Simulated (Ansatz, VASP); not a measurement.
**WS in VASP and in Ansatz**

INCAR

```
SYSTEM = WS
PREC = Accurate
ENCUT = 520
EDIFF = 1E-7
ISMEAR = 0
SIGMA = 0.1
LREAL = .FALSE.
LASPH = .TRUE.
NELM = 80
ALGO = Normal
ISIF = 2
LWAVE = .FALSE.
LCHARG = .TRUE.
GGA = PE
LELF = .TRUE.
LVHAR = .TRUE.
NBANDS = 28
```

Contents of KPOINTS:

```
regular mesh
0
G
  6 6 6
  0 0 0
```

File POSCAR:

```
WS
1.0
    1.9077290588     -5.0335689017      0.0000000000
    1.9077290588      5.0335689017      0.0000000000
    0.0000000000      0.0000000000      3.7896779951
W S
2 2
Direct
    0.8540000000      0.1460000000      0.7500000000
    0.1460000000      0.8540000000      0.2500000000
    0.5500000000      0.4500000000      0.7500000000
    0.4500000000      0.5500000000      0.2500000000
```

Input for Ansatz:

```yaml
crystal:
  lattice:
    - [1.9077290588, -5.0335689017, 0.0]
    - [1.9077290588, 5.0335689017, 0.0]
    - [0.0, 0.0, 3.7896779951]
  atoms:
    - { symbol: W, position: [0.854, 0.146, 0.75] }
    - { symbol: W, position: [0.146, 0.854, 0.25] }
    - { symbol: S, position: [0.55, 0.45, 0.75] }
    - { symbol: S, position: [0.45, 0.55, 0.25] }
basis:
  ecutwfc: 420
kpoints:
  mp_grid: { grid: [6, 6, 6] }
hamiltonian:
  xc: pbe
scf:
  occupations: { method: gaussian, width: 0.1 }
  lower_state_search: "off"
output:
  forces: true
  stress: true
  eigenvalues: true
```

Alike in both runs: task single point; functional PBE; k mesh 6 × 6 × 6; occupations gaussian, width 0.1 eV; no spin polarisation.

|  | VASP | Ansatz |
| --- | --- | --- |
| version | VASP 6.6.1 | Ansatz 0.2.0 |
| potentials or method | VASP PAW PBE potentials, release 64 (W_sv, S), cutoff 520 eV | scalar-relativistic, plane waves, PAW |
| valence electrons in the cell | 40 | 40 |

Ansatz gave:

| Item | Value |
| --- | --- |
| gap on the k mesh at the Fermi level (eV) | none |
| pressure (GPa) | -16.1 |
| traceless stress, the component that is largest in VASP (GPa) | 16.46 |
| rms of the force components (eV/Å) | 1.363 |

What did VASP give for the same quantities?

gap on the k mesh at the Fermi level (eV): none; pressure (GPa): -16.0; traceless stress, the component that is largest in VASP (GPa): 16.36; rms of the force components (eV/Å): 1.349.

Atom by atom the forces differ by 0.016 eV/Å (rms over components). A gap of «none» marks a metal or a gap that the smearing closes. With one functional, cell and mesh, what is left measures potentials, basis and numerics.

Spin-orbit coupling is off throughout.
